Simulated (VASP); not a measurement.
# BN (P1) in VASP: a series of runs

The runs below take BN through single point, with PBEsol.

All numbers are computed with VASP 6.6.1; they aren't measurements. Logs are shortened: lines on timing, memory, paths and dates and some standing lists are left out, and cuts for length are marked.

**1. The cell of the first run**

The typed cell holds 4 atoms: a = 2.554 Å, b = 2.554 Å, c = 4.227 Å, α = 90.00°, β = 90.00°, γ = 120.00°.

**2. Single point, PBEsol (atom 3 (N) moved by (+0.100, -0.100) A along [1 1 0] and z)**

Input file INCAR:

```
SYSTEM = BN
ALGO = Normal ; EDIFF = 1E-6
ENCUT = 520 ; GGA = PS
ISIF = 2 ; ISMEAR = 0
LASPH = .True. ; LCHARG = .False.
LREAL = .False. ; LWAVE = .False.
NBANDS = 16 ; NELM = 100
PREC = Accurate ; SIGMA = 0.05
```

Input file KPOINTS:

```
k-points
0
Gamma
  12 12 6
  0 0 0
```

Input file POSCAR:

```
BN
1.0
    2.5539396017      0.0000000000      0.0000000000
   -1.2769698009      2.2117765748      0.0000000000
    0.0000000000      0.0000000000      4.2268550000
B N
2 2
Direct
    0.6666666667      0.3333333333      0.9997240000
    0.3333333333      0.6666666667      0.4997240000
    0.7103386106      0.3653034152      0.6016177482
    0.3333333333      0.6666666667      0.1252760000
```

Potentials or basis: VASP PAW PBE potentials, release 64 (B, N).

On the command line:

```console
> cat potpaw_PBE.64/B/POTCAR potpaw_PBE.64/N/POTCAR > POTCAR
> mpirun -np 1 vasp_std > vasp.out
```

OUTCAR:

```text
SYSTEM = BN
   EDIFF = 1E-6
   ENCUT = 520
   GGA = PS
   ISIF = 2
   ISMEAR = 0
   LASPH = .True.
   LREAL = .False.
   NELM = 100
   PREC = Accurate

 ion  position               nearest neighbor table
   1  0.667  0.333  1.000-   4 1.57   4 1.57   4 1.57   3 1.69
   2  0.333  0.667  0.500-   3 1.44   3 1.56   4 1.58   3 1.61
   3  0.710  0.365  0.602-   2 1.44   2 1.56   2 1.61   1 1.69
   4  0.333  0.667  0.125-   1 1.57   1 1.57   1 1.57   2 1.58

  LATTYP: Found a hexagonal cell.
 ALAT       =     2.5539396017
 C/A-ratio  =     1.6550332659

  Lattice vectors:

 A1 = (   2.5539396017,   0.0000000000,   0.0000000000)
 A2 = (  -1.2769698009,   2.2117765748,   0.0000000000)
 A3 = (   0.0000000000,   0.0000000000,   4.2268550000)

Analysis of symmetry for initial positions (statically):
=====================================================================
 Subroutine PRICEL returns:
 Original cell was already a primitive cell.

 Routine SETGRP: Setting up the symmetry group for a
 hexagonal supercell.

 Subroutine GETGRP returns: Found  1 space group operations
 (whereof  1 operations were pure point group operations)
 out of a pool of 24 trial point group operations.

The static configuration has the point symmetry C_1 .

Analysis of symmetry for dynamics (positions and initial velocities):
=====================================================================
 Subroutine PRICEL returns:
 Original cell was already a primitive cell.

 Routine SETGRP: Setting up the symmetry group for a
 hexagonal supercell.

 Subroutine GETGRP returns: Found  1 space group operations
 (whereof  1 operations were pure point group operations)
 out of a pool of 24 trial point group operations.

The dynamic configuration has the point symmetry C_1 .

 Subroutine INISYM returns: Found  1 space group operations
 (whereof  1 operations are pure point group operations),
 and found     1 'primitive' translations

----------------------------------------------------------------------------------------

                                     Primitive cell

  volume of cell :      23.8764

  direct lattice vectors                    reciprocal lattice vectors
     2.553939602  0.000000000  0.000000000     0.391551938  0.226062617  0.000000000
    -1.276969801  2.211776575  0.000000000     0.000000000  0.452125233  0.000000000
     0.000000000  0.000000000  4.226855000     0.000000000  0.000000000  0.236582518

  length of vectors
     2.553939602  2.553939602  4.226855000     0.452125233  0.452125233  0.236582518

  position of ions in fractional coordinates (direct lattice)
     0.666666667  0.333333333  0.999724000
     0.333333333  0.666666667  0.499724000
     0.710338611  0.365303415  0.601617748
     0.333333333  0.666666667  0.125276000

  ion indices of the primitive-cell ions
   primitive index   ion index
                 1           1
                 2           2
                 3           3
                 4           4

----------------------------------------------------------------------------------------

 KPOINTS: k-points

Automatic generation of k-mesh.
 Grid dimensions read from file:
 generate k-points for:   12   12    6

 Generating k-lattice:

  Cartesian coordinates                     Fractional coordinates (reciprocal lattice)
     0.032629328  0.018838551  0.000000000     0.083333333  0.000000000  0.000000000
     0.000000000  0.037677103  0.000000000     0.000000000  0.083333333  0.000000000
     0.000000000  0.000000000  0.039430420     0.000000000  0.000000000  0.166666667

  Length of vectors
     0.037677103  0.037677103  0.039430420

  Shift w.r.t. Gamma in fractional coordinates (k-lattice)
     0.000000000  0.000000000  0.000000000

 Subroutine IBZKPT returns following result:
 ===========================================

 Found    436 irreducible k-points:

 Following reciprocal coordinates:
            Coordinates               Weight
  0.000000  0.000000  0.000000      1.000000
  0.083333  0.000000  0.000000      2.000000
  0.000000  0.083333  0.000000      2.000000
 -0.083333  0.083333  0.000000      2.000000
  0.166667  0.000000  0.000000      2.000000
  0.000000  0.166667  0.000000      2.000000
[... 16 lines left out ...]
  0.166667  0.083333  0.000000      2.000000
 -0.083333  0.250000  0.000000      2.000000
 [... further k-points ...]
   k-points           NKPTS =    436   k-points in BZ     NKDIM =    436   number of bands    NBANDS=     16
   number of dos      NEDOS =    301   number of ions     NIONS =      4
   total plane-waves  NPLWV =  12800
   dimension x,y,z NGX =    20 NGY =   20 NGZ =   32
   dimension x,y,z NGXF=    40 NGYF=   40 NGZF=   64
   ions per type =               2   2
   NGX,Y,Z   is equivalent  to a cutoff of  13.02, 13.02, 12.59 a.u.
   NGXF,Y,Z  is equivalent  to a cutoff of  26.04, 26.04, 25.17 a.u.
 SYSTEM =  BN
   PREC   = accura    normal or accurate (medium, high low for compatibility)
   ISTART =      0    job   : 0-new  1-cont  2-samecut
   ICHARG =      2    charge: 1-file 2-atom 10-const
   ISPIN  =      1    spin polarized calculation?
   LNONCOLLINEAR =      F non collinear calculations
   LSORBIT =      F    spin-orbit coupling
   LASPH  =      T    aspherical Exc in radial PAW
   ENCUT  =  520.0 eV  38.22 Ry    6.18 a.u.   4.75  4.75  7.86*2*pi/ulx,y,z
   NELM   =    100;   NELMIN=  2; NELMDL= -5     # of ELM steps
   EDIFF  = 0.1E-05   stopping-criterion for ELM
   LREAL  =      F    real-space projection
   EDIFFG = 0.1E-04   stopping-criterion for IOM
   NSW    =      0    number of steps for IOM
   IBRION =     -1    ionic relax: 0-MD 1-quasi-New 2-CG
   NFREE  =      0    steps in history (QN), initial steepest desc. (CG)
   ISIF   =      2    stress and relaxation
   ISYM   =      2    0-nonsym 1-usesym 2-fastsym
   POTIM  = 0.5000    time-step for ionic-motion
   TEBEG  =    0.0;   TEEND  =   0.0 temperature during run
   PSTRESS=    0.0 pullay stress
   NELECT =      16.0000    total number of electrons
   NUPDOWN=      -1.0000    fix difference up-down
   EMIN   =  10.00;   EMAX   =-10.00  energy-range for DOS
   EFERMI =   0.00;   METHOD = LEGACY
   ISMEAR =     0;   SIGMA  =   0.05  broadening in eV -4-tet -1-fermi 0-gaus
   EFERMI_NEDOS =   21; number of points for ismear=-14 and -15
   IALGO  =     38    algorithm
   IMIX   =      4    mixing-type and parameters
     AMIX     =   0.40;   BMIX     =  1.00
     AMIX_MAG =   1.60;   BMIX_MAG =  1.00
  volume/ion in A,a.u.               =       5.97        40.28
  Fermi-wavevector in a.u.,A,eV,Ry     =   1.432600  2.707222 27.923836  2.052344
  Thomas-Fermi vector in A             =   2.552210
   LORBIT       =      0    0 simple, 1 ext, 2 COOP (PROOUT), +10 PAW based schemes
   GGA     = PS    functional components
   LHFCALC =     F    Hartree Fock is set to
   AEXX    =    0.0000 exact exchange contribution
   IVDW    =     0    specifies the selected vdW correction
   LEPSILON=     F    determine dielectric tensor
   LRPA    =     F    only Hartree local field effects (RPA)
 non-spin polarized calculation
 Gauss-broadening in eV      SIGMA  =   0.05
  energy-cutoff  :      520.00
  volume of cell :       23.88
 maximum number of plane-waves:       660
   NGX =  9   NGY =  9   NGZ = 15

 number of electron      16.0000002 magnetization

 Free energy of the ion-electron system (eV)
  ---------------------------------------------------
  ext. energy  EPLUGINS =         0.00000000
  ---------------------------------------------------
  free energy    TOTEN  =       -36.29100854 eV

  energy without entropy =      -36.29100854  energy(sigma->0) =      -36.29100854

 E-fermi :   7.8961     XC(G=0): -12.9515

 val. band max:        7.6743484094   @ k =   0.0000   0.0000   0.0000
 cond. band min:      12.7995499408   @ k =   0.3333   0.3333   0.0000
 fundamental gap:      5.1252015314
 Fermi energy:         7.8960689608

 k-point     1 :       0.0000    0.0000    0.0000
  band No.  band energies     occupation
      1     -12.9572      2.00000
      2      -8.7605      2.00000
      3      -3.4162      2.00000
      4       4.5077      2.00000
      5       5.5992      2.00000
      6       6.9424      2.00000
[... 8 lines left out ...]
     15      20.2227      0.00000
     16      23.3215      0.00000

 k-point     2 :       0.0833    0.0000    0.0000
  band No.  band energies     occupation
      1     -12.8075      2.00000
      2      -8.6489      2.00000
      3      -3.2619      2.00000
      4       3.9103      2.00000
      5       5.2632      2.00000
      6       6.3938      2.00000
[... 8 lines left out ...]
     15      20.3315      0.00000
     16      23.1393      0.00000

 k-point     3 :       0.0000    0.0833    0.0000
  band No.  band energies     occupation
      1     -12.8072      2.00000
      2      -8.6452      2.00000
      3      -3.2643      2.00000
      4       4.1803      2.00000
      5       4.9490      2.00000
      6       6.6420      2.00000
[... 8 lines left out ...]
     15      20.5574      0.00000
     16      23.0950      0.00000

 k-point     4 :      -0.0833    0.0833    0.0000
  band No.  band energies     occupation
      1     -12.8073      2.00000
      2      -8.6464      2.00000
      3      -3.2636      2.00000
      4       4.0740      2.00000
      5       5.0693      2.00000
      6       6.5697      2.00000
[... 8 lines left out ...]
     15      20.5203      0.00000
     16      23.1164      0.00000

 k-point     5 :       0.1667    0.0000    0.0000
  band No.  band energies     occupation
      1     -12.3626      2.00000
      2      -8.3309      2.00000
      3      -2.8045      2.00000
      4       2.4267      2.00000
      5       4.5034      2.00000
      6       5.0199      2.00000
[... 8 lines left out ...]
     15      20.7880      0.00000
     16      22.7858      0.00000

 k-point     6 :       0.0000    0.1667    0.0000
  band No.  band energies     occupation
      1     -12.3621      2.00000
      2      -8.3139      2.00000
      3      -2.8154      2.00000
      4       2.8846      2.00000
      5       3.9100      2.00000
      6       5.3989      2.00000
[... 8 lines left out ...]
     15      21.4737      0.00000
     16      22.4619      0.00000

 k-point     7 :      -0.1667    0.1667    0.0000
  band No.  band energies     occupation
      1     -12.3624      2.00000
      2      -8.3192      2.00000
      3      -2.8122      2.00000
      4       2.7015      2.00000
      5       4.1136      2.00000
      6       5.3280      2.00000
[... 8 lines left out ...]
     15      21.3522      0.00000
     16      22.5898      0.00000

 k-point     8 :       0.2500    0.0000    0.0000
  band No.  band energies     occupation
      1     -11.6379      2.00000
      2      -7.8728      2.00000
      3      -2.0624      2.00000
      4       0.6192      2.00000
      5       3.2702      2.00000
      6       3.7132      2.00000
[... 8 lines left out ...]
     15      21.7443      0.00000
     16      23.0004      0.00000

 k-point     9 :       0.0000    0.2500    0.0000
  band No.  band energies     occupation
      1     -11.6403      2.00000
      2      -7.8248      2.00000
      3      -2.0943      2.00000
      4       0.9270      2.00000
      5       3.0838      2.00000
      6       3.7362      2.00000
[... 8 lines left out ...]
     15      22.2278      0.00000
     16      23.0773      0.00000
[... 172 lines left out ...]
 k-point    19 :       0.5000    0.5000    0.0000
  band No.  band energies     occupation
      1      -8.9352      2.00000
      2      -7.5131      2.00000
      3      -2.2036      2.00000
      4      -0.4829      2.00000
      5       0.5948      2.00000
      6       2.2511      2.00000
[... 8 lines left out ...]
     15      23.5215      0.00000
     16      25.8780      0.00000

 k-point    20 :       0.0833    0.0833    0.0000
  band No.  band energies     occupation
      1     -12.5099      2.00000
      2      -8.4282      2.00000
      3      -2.9595      2.00000
      4       3.1240      2.00000
      5       4.3357      2.00000
      6       5.7223      2.00000
[... 8 lines left out ...]
     15      21.0038      0.00000
     16      22.7741      0.00000

 k-point    21 :      -0.0833    0.1667    0.0000
  band No.  band energies     occupation
      1     -12.5095      2.00000
      2      -8.4203      2.00000
      3      -2.9646      2.00000
      4       3.6077      2.00000
      5       3.8506      2.00000
      6       5.9958      2.00000
[... 8 lines left out ...]
     15      21.2791      0.00000
     16      22.8288      0.00000

 k-point    22 :      -0.1667    0.0833    0.0000
  band No.  band energies     occupation
      1     -12.5101      2.00000
      2      -8.4319      2.00000
      3      -2.9573      2.00000
      4       2.9954      2.00000
      5       4.4909      2.00000
      6       5.6394      2.00000
[... 8 lines left out ...]
     15      20.8969      0.00000
     16      22.8104      0.00000

 k-point    23 :       0.1667    0.0833    0.0000
  band No.  band energies     occupation
      1     -11.9250      2.00000
      2      -8.0336      2.00000
      3      -2.3600      2.00000
      4       1.5158      2.00000
      5       3.3067      2.00000
      6       4.3995      2.00000
[... 8 lines left out ...]
     15      21.7062      0.00000
     16      22.9249      0.00000

 k-point    24 :      -0.0833    0.2500    0.0000
  band No.  band energies     occupation
      1     -11.9255      2.00000
      2      -8.0040      2.00000
      3      -2.3794      2.00000
      4       1.9884      2.00000
      5       2.8376      2.00000
      6       4.6629      2.00000
[... 8 lines left out ...]
     15      22.2307      0.00000
     16      22.9231      0.00000

 [... further k-points ...]
[... 5 lines left out ...]
  --------------------------------------------------------------------------------------
  -------------------------------------------------------------------------------------
  Total        0.4302808     -0.6964532     -0.2808471      0.6992929     -0.2455137     -0.3895534
  in kB       28.8730916    -46.7340343    -18.8456608     46.9245913    -16.4746829    -26.1401688
  external PRESSURE =     -12.2355345 kB  Pullay stress =       0.0000000 kB

 VOLUME and BASIS-vectors are now :
 -----------------------------------------------------------------------------
  energy-cutoff  :      520.00
  volume of cell :       23.88
      direct lattice vectors                 reciprocal lattice vectors
     2.553939602  0.000000000  0.000000000     0.391551938  0.226062617  0.000000000
    -1.276969801  2.211776575  0.000000000     0.000000000  0.452125233  0.000000000
     0.000000000  0.000000000  4.226855000     0.000000000  0.000000000  0.236582518

 POSITION                                       TOTAL-FORCE (eV/Angst)
 -----------------------------------------------------------------------------------
      1.27697      0.73726      4.22569         0.328398      0.315836     -0.472911
     -0.00000      1.47452      2.11226         2.210375      1.769882     -1.639637
      1.34768      0.80797      2.54295        -2.600860     -2.138877      3.515814
     -0.00000      1.47452      0.52952         0.062088      0.053159     -1.403267
 -----------------------------------------------------------------------------------
    total drift:                               -0.000124     -0.000032      0.000080

  FREE ENERGIE OF THE ION-ELECTRON SYSTEM (eV)
  ---------------------------------------------------
  free  energy   TOTEN  =       -36.2910085385 eV

  energy  without entropy=      -36.2910085385  energy(sigma->0) =      -36.29100854
```

Wall time 74 s (1 thread of Intel Xeon 6975P-C (Granite Rapids), shared host); peak memory 0.24 GiB.

Results:

```
Free energy            : -36.2910 eV
Pressure               : -1.2 GPa
Largest force          : 4.868 eV/Å
Band gap on the k mesh : 5.13 eV, indirect (least direct gap 7.54 eV)
```

Forces in eV/Å, atoms in the order of the input:
```
B    0.328  0.316 -0.473
B    2.210  1.770 -1.640
N   -2.601 -2.139  3.516
N    0.062  0.053 -1.403
```

Caveat: the cell differs from its parent crystal (atom 3 (N) moved by (+0.100, -0.100) A along [1 1 0] and z); the PAW data sets were made with another functional, which shifts forces and pressure a little. A k mesh can miss the band edges.

(Continued in part 2 of 2.)
